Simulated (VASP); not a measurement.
A run of VASP 6.6.1:

INCAR

```
SYSTEM = MgO
PREC = Accurate
ENCUT = 520
EDIFF = 1E-6
ISMEAR = 0
SIGMA = 0.05
LREAL = .False.
LASPH = .True.
NELM = 60
ALGO = Normal
ISIF = 2
LWAVE = .False.
LCHARG = .True.
GGA = PS
LELF = .True.
LVHAR = .True.
NBANDS = 11
```

File KPOINTS:

```
Automatic mesh
0
Gamma
  10 10 10
  0 0 0
```

The input POSCAR:

```
MgO
1.0
    0.0400340625      2.1351500000      2.1351500000
    2.1351500000      0.0400340625      2.1351500000
    2.1751840625      2.1751840625      0.0000000000
Mg O
1 1
Direct
    0.0000000000      0.0000000000      0.0000000000
    0.5000000000      0.5000000000      0.5000000000
```

Potentials or basis: VASP PAW PBE potentials, release 64 (Mg, O).

Run with:

```console
$ cat potpaw_PBE.64/Mg/POTCAR potpaw_PBE.64/O/POTCAR > POTCAR
$ mpirun -np 1 vasp_std > vasp.out
```

Hardware: 1 thread of AMD EPYC 7R43 64-Core Processor (Zen 3) (shared host).

**Question.** How long does it take, and how much memory?

**Answer.** It took 33 s on 1 thread of AMD EPYC 7R43 64-Core Processor (Zen 3), on a shared host, peak memory 0.13 GiB. Counts: scf iterations 11, k points 171.
